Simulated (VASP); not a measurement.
The system is HfSiO4.

```
Hf Si O
1.0
    -1.87614    1.87614    4.93064
     1.87614   -1.87614    4.93064
     1.87614    1.87614   -4.93064
Hf Si O
1 1 4
Cartesian
  0.0000 0.0000 0.0000
  0.0000 1.8761 2.4653
  0.0000 1.8761 4.2188
  0.0000 0.0000 2.1729
  0.0000 1.8761 0.7119
  0.0000 0.0000 7.6883
```

- Program: VASP 6.6.1
- Task: relaxation of cell and atoms
- Functional: PBEsol
- Potentials or basis: VASP PAW PBE potentials, release 64 (Hf_pv, Si, O)
- Cutoff: 600 eV
- k mesh: 8 × 8 × 8
- Occupations: fermi-dirac, width 0.02 eV
- Spin: no spin polarisation

At the start: pressure -6.8 GPa; volume 11.57 Å³/atom.

Question: Where does the relaxation end?

Answer: Over 15 steps the energy falls by 8.2 meV/atom and the volume is 11.21 Å³/atom (-3.2 %); space group I-4m2 (No. 119, to 0.1 Å) before and after.

Step by step:
| step | energy change (eV) | largest force (eV/Å) | pressure (GPa) | volume (Å³) |
| --- | --- | --- | --- | --- |
| 1 | 0.0000 | 0.2648 | -6.81 | 69.42 |
| 2 | 0.0465 | 0.6457 | 10.87 | 64.60 |
| 3 | -0.0475 | 0.1737 | -0.06 | 67.36 |
| 4 | -0.0475 | 0.1751 | 0.05 | 67.32 |
| 5 | -0.0487 | 0.1114 | 0.07 | 67.20 |
| 6 | -0.0493 | 0.0341 | 0.05 | 67.24 |
| 7 | -0.0493 | 0.0057 | -0.08 | 67.27 |
| 8 | -0.0493 | 0.0064 | -0.09 | 67.27 |
| 9 | -0.0493 | 0.0100 | 0.03 | 67.22 |
| 10 | -0.0493 | 0.0085 | 0.03 | 67.23 |
| 11 | -0.0493 | 0.0073 | 0.02 | 67.24 |
| 12 | -0.0493 | 0.0067 | 0.01 | 67.24 |
| 13 | -0.0493 | 0.0069 | 0.00 | 67.24 |
| 14 | -0.0493 | 0.0071 | 0.00 | 67.24 |
| 15 | -0.0493 | 0.0021 | 0.00 | 67.23 |

Final structure:
```
CELL_PARAMETERS angstrom
-1.85484 1.85484 4.88554
1.85484 -1.85484 4.88554
1.85484 1.85484 -4.88554
ATOMIC_POSITIONS crystal
Hf 0.00000 0.00000 0.00000
Si 0.75000 0.25000 0.50000
O 0.92860 0.42860 0.50000
O 0.22025 0.22025 0.00000
O 0.57140 0.07140 0.50000
O 0.77975 0.77975 0.00000
```

Caveat: the PAW data sets were made with another functional, which shifts forces and pressure a little.
